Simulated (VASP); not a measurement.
# Rh in VASP: notebook

The runs below take Rh through single point, with LDA.

All numbers are computed with VASP 6.6.1; they aren't measurements. Logs are shortened: lines on timing, memory, paths and dates and some standing lists are left out, and cuts for length are marked.

## 1. The cell of the first run

The cell holds a slab with vacuum, 5 atoms: a = 2.655 Å, b = 3.755 Å, c = 21.310 Å, α = 90.00°, β = 90.00°, γ = 90.00°.

## 2. Single point, LDA

Contents of INCAR:

```
SYSTEM = Rh
PREC     = Accurate       ! precision mode
ENCUT    = 520            ! plane-wave cutoff, eV
EDIFF    = 1E-6           ! SCF threshold, eV
ISMEAR   = -1             ! smearing method
SIGMA    = 0.08           ! smearing width, eV
LREAL    = .False.        ! projectors in reciprocal space
LASPH    = .True.         ! aspherical terms in the spheres
NELM     = 80             ! most SCF steps
ALGO     = Normal         ! electronic algorithm
ISIF     = 2              ! what is computed and relaxed
LWAVE    = .False.        ! write WAVECAR
LCHARG   = .False.        ! write CHGCAR
GGA      = CA             ! functional
NBANDS   = 46             ! bands
```

Contents of KPOINTS:

```
Automatic mesh
0
Gamma
  14 10 1
  0 0 0
```

Contents of POSCAR:

```
Rh
1.0
    2.6548623924      0.0000000000      0.0000000000
    0.0000000000      3.7545424016      0.0000000000
    0.0000000000      0.0000000000     21.3097000000
Rh
5
Direct
    0.0000000000      0.0000000000      0.3809811454
    0.5000000000      0.5000000000      0.4355730437
    0.0000000000      0.0000000000      0.5000000001
    0.5000000000      0.5000000000      0.5644269563
    0.0000000000      0.0000000000      0.6190188543
```

Potentials or basis: VASP PAW LDA potentials, release 64 (Rh_pv).

Run with:

```bash
$ cat potpaw_LDA.64/Rh_pv/POTCAR > POTCAR
$ mpirun -np 1 vasp_std > vasp.out
```

OUTCAR:

```text
SYSTEM = Rh
   PREC = Accurate
   ENCUT = 520
   EDIFF = 1E-6
   ISMEAR = -1
   LREAL = .False.
   LASPH = .True.
   NELM = 80
   ISIF = 2
   GGA = CA

 ion  position               nearest neighbor table
   1  0.000  0.000  0.381-   3 2.54   2 2.58   2 2.58   2 2.58   2 2.58
   2  0.500  0.500  0.436-   1 2.58   1 2.58   1 2.58   1 2.58   3 2.68   3 2.68   3 2.68   3 2.68
                             4 2.75
   3  0.000  0.000  0.500-   5 2.54   1 2.54   4 2.68   4 2.68   4 2.68   4 2.68   2 2.68   2 2.68
                             2 2.68   2 2.68
   4  0.500  0.500  0.564-   5 2.58   5 2.58   5 2.58   5 2.58   3 2.68   3 2.68   3 2.68   3 2.68
                             2 2.75
   5  0.000  0.000  0.619-   3 2.54   4 2.58   4 2.58   4 2.58   4 2.58

  LATTYP: Found a simple orthorhombic cell.
 ALAT       =     2.6548623924
 B/A-ratio  =     1.4142135624
 C/A-ratio  =     8.0266683731

  Lattice vectors:

 A1 = (   2.6548623924,   0.0000000000,   0.0000000000)
 A2 = (   0.0000000000,   3.7545424016,   0.0000000000)
 A3 = (   0.0000000000,   0.0000000000,  21.3097000000)

Analysis of symmetry for initial positions (statically):
=====================================================================
 Subroutine PRICEL returns:
 Original cell was already a primitive cell.

 Routine SETGRP: Setting up the symmetry group for a
 simple orthorhombic supercell.

 Subroutine GETGRP returns: Found  8 space group operations
 (whereof  8 operations were pure point group operations)
 out of a pool of  8 trial point group operations.

The static configuration has the point symmetry D_2h.

Analysis of symmetry for dynamics (positions and initial velocities):
=====================================================================
 Subroutine PRICEL returns:
 Original cell was already a primitive cell.

 Routine SETGRP: Setting up the symmetry group for a
 simple orthorhombic supercell.

 Subroutine GETGRP returns: Found  8 space group operations
 (whereof  8 operations were pure point group operations)
 out of a pool of  8 trial point group operations.

The dynamic configuration has the point symmetry D_2h.

 Subroutine INISYM returns: Found  8 space group operations
 (whereof  8 operations are pure point group operations),
 and found     1 'primitive' translations

----------------------------------------------------------------------------------------

                                     Primitive cell

  volume of cell :     212.4107

  direct lattice vectors                    reciprocal lattice vectors
     2.654862392  0.000000000  0.000000000     0.376667357  0.000000000  0.000000000
     0.000000000  3.754542402  0.000000000     0.000000000  0.266344042  0.000000000
     0.000000000  0.000000000 21.309700000     0.000000000  0.000000000  0.046926986

  length of vectors
     2.654862392  3.754542402 21.309700000     0.376667357  0.266344042  0.046926986

  position of ions in fractional coordinates (direct lattice)
     0.000000000  0.000000000  0.380981145
     0.500000000  0.500000000  0.435573044
     0.000000000  0.000000000  0.500000000
     0.500000000  0.500000000  0.564426956
     0.000000000  0.000000000  0.619018854

  ion indices of the primitive-cell ions
   primitive index   ion index
                 1           1
                 2           2
                 3           3
                 4           4
                 5           5

----------------------------------------------------------------------------------------

 KPOINTS: Automatic mesh

Automatic generation of k-mesh.
 Grid dimensions read from file:
 generate k-points for:   14   10    1

 Generating k-lattice:

  Cartesian coordinates                     Fractional coordinates (reciprocal lattice)
     0.026904811  0.000000000  0.000000000     0.071428571  0.000000000  0.000000000
     0.000000000  0.026634404  0.000000000     0.000000000  0.100000000  0.000000000
     0.000000000  0.000000000  0.046926986     0.000000000  0.000000000  1.000000000

  Length of vectors
     0.026904811  0.026634404  0.046926986

  Shift w.r.t. Gamma in fractional coordinates (k-lattice)
     0.000000000  0.000000000  0.000000000

 Subroutine IBZKPT returns following result:
 ===========================================

 Found     48 irreducible k-points:

 Following reciprocal coordinates:
            Coordinates               Weight
  0.000000  0.000000  0.000000      1.000000
  0.071429  0.000000  0.000000      2.000000
  0.142857  0.000000  0.000000      2.000000
  0.214286  0.000000  0.000000      2.000000
  0.285714  0.000000  0.000000      2.000000
  0.357143  0.000000  0.000000      2.000000
[... 16 lines left out ...]
  0.428571  0.200000  0.000000      4.000000
  0.500000  0.200000  0.000000      2.000000
 [... further k-points ...]
   k-points           NKPTS =     48   k-points in BZ     NKDIM =     48   number of bands    NBANDS=     46
   number of dos      NEDOS =    301   number of ions     NIONS =      5
   total plane-waves  NPLWV =  89600
   dimension x,y,z NGX =    20 NGY =   28 NGZ =  160
   dimension x,y,z NGXF=    40 NGYF=   56 NGZF=  320
   ions per type =               5
   NGX,Y,Z   is equivalent  to a cutoff of  12.52, 12.40, 12.48 a.u.
   NGXF,Y,Z  is equivalent  to a cutoff of  25.05, 24.80, 24.96 a.u.
 SYSTEM =  Rh
   PREC   = accura    normal or accurate (medium, high low for compatibility)
   ISTART =      0    job   : 0-new  1-cont  2-samecut
   ICHARG =      2    charge: 1-file 2-atom 10-const
   ISPIN  =      1    spin polarized calculation?
   LNONCOLLINEAR =      F non collinear calculations
   LSORBIT =      F    spin-orbit coupling
   LASPH  =      T    aspherical Exc in radial PAW
   ENCUT  =  520.0 eV  38.22 Ry    6.18 a.u.   4.94  6.98 39.62*2*pi/ulx,y,z
   NELM   =     80;   NELMIN=  2; NELMDL= -5     # of ELM steps
   EDIFF  = 0.1E-05   stopping-criterion for ELM
   LREAL  =      F    real-space projection
   EDIFFG = 0.1E-04   stopping-criterion for IOM
   NSW    =      0    number of steps for IOM
   IBRION =     -1    ionic relax: 0-MD 1-quasi-New 2-CG
   NFREE  =      0    steps in history (QN), initial steepest desc. (CG)
   ISIF   =      2    stress and relaxation
   ISYM   =      2    0-nonsym 1-usesym 2-fastsym
   POTIM  = 0.5000    time-step for ionic-motion
   TEBEG  =    0.0;   TEEND  =   0.0 temperature during run
   PSTRESS=    0.0 pullay stress
   NELECT =      75.0000    total number of electrons
   NUPDOWN=      -1.0000    fix difference up-down
   EMIN   =  10.00;   EMAX   =-10.00  energy-range for DOS
   EFERMI =   0.00;   METHOD = LEGACY
   ISMEAR =    -1;   SIGMA  =   0.08  broadening in eV -4-tet -1-fermi 0-gaus
   EFERMI_NEDOS =   21; number of points for ismear=-14 and -15
   IALGO  =     38    algorithm
   IMIX   =      4    mixing-type and parameters
     AMIX     =   0.40;   BMIX     =  1.00
     AMIX_MAG =   1.60;   BMIX_MAG =  1.00
  volume/ion in A,a.u.               =      42.48       286.68
  Fermi-wavevector in a.u.,A,eV,Ry     =   1.157097  2.186596 18.216482  1.338874
  Thomas-Fermi vector in A             =   2.293712
   LORBIT       =      0    0 simple, 1 ext, 2 COOP (PROOUT), +10 PAW based schemes
   GGA     = CA    functional components
   LHFCALC =     F    Hartree Fock is set to
   AEXX    =    0.0000 exact exchange contribution
   IVDW    =     0    specifies the selected vdW correction
   LEPSILON=     F    determine dielectric tensor
   LRPA    =     F    only Hartree local field effects (RPA)
 non-spin polarized calculation
  energy-cutoff  :      520.00
  volume of cell :      212.41
 maximum number of plane-waves:      5800
 NGX is ok and might be reduce to    20
   NGX =  9   NGY = 13   NGZ = 79

 number of electron      74.9999981 magnetization

 Free energy of the ion-electron system (eV)
  ---------------------------------------------------
  ext. energy  EPLUGINS =         0.00000000
  ---------------------------------------------------
  free energy    TOTEN  =       -39.72121578 eV

  energy without entropy =      -39.53820137  energy(sigma->0) =      -39.62970858

 E-fermi :   0.4886     XC(G=0):  -5.5227

 val. band max:        0.4869720508   @ k =   0.1429   0.2000   0.0000
 cond. band min:       0.4922766473   @ k =   0.5000   0.0000   0.0000
 fundamental gap:      0.0053045966
 Fermi energy:         0.4885695630

 k-point     1 :       0.0000    0.0000    0.0000
  band No.  band energies     occupation
      1     -46.4016      2.00000
      2     -46.3321      2.00000
      3     -46.2127      2.00000
      4     -45.9563      2.00000
      5     -45.9545      2.00000
      6     -45.8942      2.00000
[... 38 lines left out ...]
     45       5.0979      0.00000
     46       5.3288      0.00000

 k-point     2 :       0.0714    0.0000    0.0000
  band No.  band energies     occupation
      1     -46.3909      2.00000
      2     -46.3334      2.00000
      3     -46.2052      2.00000
      4     -45.9865      2.00000
      5     -45.9495      2.00000
      6     -45.8943      2.00000
[... 38 lines left out ...]
     45       5.1982      0.00000
     46       5.8639      0.00000

 k-point     3 :       0.1429    0.0000    0.0000
  band No.  band energies     occupation
      1     -46.3597      2.00000
      2     -46.3394      2.00000
      3     -46.1838      2.00000
      4     -46.0468      2.00000
      5     -45.9673      2.00000
      6     -45.9382      2.00000
[... 38 lines left out ...]
     45       5.4964      0.00000
     46       6.2040      0.00000

 k-point     4 :       0.2143    0.0000    0.0000
  band No.  band energies     occupation
      1     -46.3562      2.00000
      2     -46.3107      2.00000
      3     -46.1516      2.00000
      4     -46.1278      2.00000
      5     -46.0244      2.00000
      6     -45.9958      2.00000
[... 920 lines left out ...]
     45       6.8712      0.00000
     46       7.8948      0.00000

 k-point    23 :       0.4286    0.2000    0.0000
  band No.  band energies     occupation
      1     -46.4430      2.00000
      2     -46.3882      2.00000
      3     -46.3265      2.00000
      4     -46.1671      2.00000
      5     -46.1287      2.00000
      6     -46.1002      2.00000
[... 38 lines left out ...]
     45       6.3129      0.00000
     46       7.5035      0.00000

 k-point    24 :       0.5000    0.2000    0.0000
  band No.  band energies     occupation
      1     -46.4571      2.00000
      2     -46.3972      2.00000
      3     -46.3562      2.00000
      4     -46.1408      2.00000
      5     -46.1354      2.00000
      6     -46.1293      2.00000
[... 38 lines left out ...]
     45       5.8694      0.00000
     46       7.3823      0.00000

 [... further k-points ...]
[... 5 lines left out ...]
  --------------------------------------------------------------------------------------
  -------------------------------------------------------------------------------------
  Total       -3.7849017     -2.1215096      0.2840700      0.0000000      0.0000000      0.0000000
  in kB      -28.5488633    -16.0021823      2.1426914      0.0000000      0.0000000      0.0000000
  external PRESSURE =     -14.1361180 kB  Pullay stress =       0.0000000 kB

 VOLUME and BASIS-vectors are now :
 -----------------------------------------------------------------------------
  energy-cutoff  :      520.00
  volume of cell :      212.41
      direct lattice vectors                 reciprocal lattice vectors
     2.654862392  0.000000000  0.000000000     0.376667357  0.000000000  0.000000000
     0.000000000  3.754542402  0.000000000     0.000000000  0.266344042  0.000000000
     0.000000000  0.000000000 21.309700000     0.000000000  0.000000000  0.046926986

 POSITION                                       TOTAL-FORCE (eV/Angst)
 -----------------------------------------------------------------------------------
      0.00000      0.00000      8.11859        -0.000000      0.000000     -0.059029
      1.32743      1.87727      9.28193         0.000000      0.000000     -0.007215
      0.00000      0.00000     10.65485         0.000000      0.000000      0.000000
      1.32743      1.87727     12.02777         0.000000      0.000000      0.007215
      0.00000      0.00000     13.19111         0.000000      0.000000      0.059029
 -----------------------------------------------------------------------------------
    total drift:                               -0.000000      0.000000      0.000008

  FREE ENERGIE OF THE ION-ELECTRON SYSTEM (eV)
  ---------------------------------------------------
  free  energy   TOTEN  =       -39.7212157843 eV

  energy  without entropy=      -39.5382013725  energy(sigma->0) =      -39.62970858
```

Wall time 8.9 min (1 thread of Intel Xeon Platinum 8375C at 2.90GHz (Ice Lake), shared host); peak memory 0.44 GiB.

Results:

```yaml
Free_energy: -39.7212 eV
Largest_force: 0.059 eV/Å
```

Forces on the atoms (eV/Å):
```
Rh   0.000  0.000 -0.059
Rh   0.000  0.000 -0.007
Rh   0.000  0.000  0.000
Rh   0.000  0.000  0.007
Rh   0.000  0.000  0.059
```

## 3. Single point, LDA

Contents of INCAR:

```
SYSTEM = Rh
ALGO     = Normal         ! electronic algorithm
DIPOL    = 0.5 0.5 0.500
EDIFF    = 1E-7           ! SCF threshold, eV
ENCUT    = 520            ! plane-wave cutoff, eV
GGA      = CA             ! functional
IDIPOL   = 3            
ISIF     = 2              ! what is computed and relaxed
ISMEAR   = -1             ! smearing method
LASPH    = .True.         ! aspherical terms in the spheres
LCHARG   = .True.         ! write CHGCAR
LDIPOL   = .True.       
LELF     = .True.         ! ELF
LREAL    = .False.        ! projectors in reciprocal space
LVACPOTAV= .True.       
LVHAR    = .True.       
LWAVE    = .False.        ! write WAVECAR
NBANDS   = 46             ! bands
NELM     = 80             ! most SCF steps
PREC     = Accurate       ! precision mode
SIGMA    = 0.08           ! smearing width, eV
```

Contents of KPOINTS:

```
k-points
0
Gamma
  14 10 1
  0 0 0
```

POSCAR is that of step 2.

Potentials or basis: VASP PAW LDA potentials, release 64 (Rh_pv).

Run with:

```bash
$ cat potpaw_LDA.64/Rh_pv/POTCAR > POTCAR
$ mpirun -np 1 vasp_std > vasp.out
```

It took 7.3 min on 1 thread of AMD EPYC 9R45 (Zen 5), shared host; peak memory 0.4 GiB.

The run converged. Its results:

```
Free energy   : -39.7212 eV
Largest force : 0.059 eV/Å
```

Forces in eV/Å, atoms in the order of the input:
```
Rh   0.000  0.000 -0.059
Rh   0.000  0.000 -0.007
Rh   0.000  0.000  0.000
Rh   0.000  0.000  0.007
Rh   0.000  0.000  0.059
```

Levels at points of the mesh, in eV from the Fermi level:
```csv
k point,band 36,band 37,band 38,band 39,band 40,band 41
"(0.00, 0.00, 0.00)",-0.84,-0.84,-0.56,0.00,0.39,0.41
"(0.50, 0.00, 0.00)",0.09,0.60,0.64,0.88,1.11,3.27
"(0.00, 0.50, 0.00)",-0.17,-0.05,0.33,0.33,0.45,0.45
"(0.50, 0.50, 0.00)",0.52,0.67,0.68,0.70,0.90,2.15
```

## 4. Single point, LDA

Contents of INCAR:

```
SYSTEM = Rh
  ALGO = Normal
  DIPOL = 0.5 0.5 0.500
  EDIFF = 1E-6
  ENCUT = 520
  IDIPOL = 3
  ISIF = 2
  ISMEAR = -1
  LASPH = .TRUE.
  LCHARG = .FALSE.
  LDIPOL = .TRUE.
  LREAL = .FALSE.
  LWAVE = .FALSE.
  NBANDS = 46
  NELM = 80
  PREC = Accurate
  SIGMA = 0.08
```

Contents of KPOINTS:

```
k-points
0
G
  14 10 1
  0 0 0
```

POSCAR is that of step 3.

Run with:

```bash
$ cat potpaw_LDA.64/Rh_pv/POTCAR > POTCAR
$ mpirun -np 1 vasp_std > vasp.out
```

Run time: 13 min. Hardware: 1 thread of Intel Xeon 8259CL, shared host; peak memory 0.44 GiB.

It converged, with:

```
Free energy   : -39.7212 eV
Largest force : 0.059 eV/Å
```

Forces on the atoms (eV/Å):
```
Rh   0.000  0.000 -0.059
Rh   0.000  0.000 -0.007
Rh   0.000  0.000  0.000
Rh   0.000  0.000  0.007
Rh   0.000  0.000  0.059
```

Levels at points of the mesh, in eV from the Fermi level:
```
           k point  band 36  band 37  band 38  band 39  band 40  band 41
(0.00, 0.00, 0.00)    -0.84    -0.84    -0.56     0.00     0.39     0.41
(0.50, 0.00, 0.00)     0.09     0.60     0.64     0.88     1.11     3.27
(0.00, 0.50, 0.00)    -0.17    -0.05     0.33     0.33     0.45     0.45
(0.50, 0.50, 0.00)     0.52     0.67     0.68     0.70     0.90     2.15
```

## 5. Single point, LDA

Contents of INCAR:

```
  ALGO = Normal
  DIPOL = 0.5 0.5 0.500
  EDIFF = 1E-6
  ENCUT = 520
  IDIPOL = 3
  ISIF = 2
  ISMEAR = -1
  LASPH = True
  LCHARG = False
  LDIPOL = True
  LREAL = False
  LWAVE = False
  NBANDS = 46
  NELM = 80
  PREC = Accurate
  SIGMA = 0.08
```

Contents of KPOINTS:

```
k-points
0
Gamma
  14 10 1
```

POSCAR is that of step 4.

Run with:

```bash
$ cat potpaw_LDA.64/Rh_pv/POTCAR > POTCAR
$ mpirun -np 1 vasp_std > vasp.out
```

It took 24 min on 1 thread of AMD EPYC 7R13, shared host; peak memory 0.41 GiB.

Results (log left out):

```
Free energy   : -39.7212 eV
Largest force : 0.059 eV/Å
```

Forces on the atoms (eV/Å):
```
Rh   0.000  0.000 -0.059
Rh   0.000  0.000 -0.007
Rh   0.000  0.000  0.000
Rh   0.000  0.000  0.007
Rh   0.000  0.000  0.059
```

Levels at points of the mesh, in eV from the Fermi level:
```csv
k point,band 34,band 35,band 36,band 37,band 38,band 39,band 40,band 41,band 42,band 43
"(0.00, 0.00, 0.00)",-1.07,-0.93,-0.84,-0.84,-0.56,0.00,0.39,0.41,0.62,1.10
"(0.50, 0.00, 0.00)",0.00,0.03,0.09,0.60,0.64,0.88,1.11,3.27,3.56,3.64
"(0.00, 0.50, 0.00)",-1.17,-0.51,-0.17,-0.05,0.33,0.33,0.45,0.45,0.53,0.79
"(0.50, 0.50, 0.00)",-0.82,-0.35,0.52,0.67,0.68,0.70,0.90,2.15,2.38,5.42
```
